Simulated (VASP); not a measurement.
Runs of VASP 6.6.1 on EuO. It takes space group Fm-3m (No. 225, cubic). The conventional cell has a = 5.144 Å, b = 5.144 Å, c = 5.144 Å, α = 90.00°, β = 90.00°, γ = 90.00°. Within 3.4 Å of Eu (site symmetry m-3m) lie 6 O at 2.57 Å. O (site symmetry m-3m) has 6 Eu at 2.57 Å within 3.4 Å. 

```tsv
level	cutoff (eV)	gap on the mesh (eV)	pressure (GPa)	moment (μB)
r2SCAN	800	none	-5.6	6.95
revPBE	600	none	(a)	6.94
BLYP	600	none	(b)	6.89
RPBE	600	none	-1.0	6.95
PBEsol	600	none	-9.6	(c)
```

Alike in all rows: task single point; potentials or basis VASP PAW PBE potentials, release 64 (Eu, O); spin collinear, ferromagnetic start; cell as given; k mesh 11 × 11 × 11; smearing fermi-dirac 0.15 eV.

**Question.** Estimate the missing entries.

**Answer.** (a) -1.9; (b) -0.3; (c) 6.90.

Caveats: the PAW data sets were made with another functional, which shifts forces and pressure a little; spin-orbit coupling is left out, which moves the levels of the heavy elements; a cell with one magnetic atom can't hold antiferromagnetic order, which such compounds often take; semilocal functionals describe open f shells poorly, which spoils levels, moments and volumes; the cell stands under tension (at least some runs).

A k mesh can miss the band edges, and the runs leave out spin-orbit coupling on Eu.

A gap of «none» marks levels without a gap at the run's occupations.
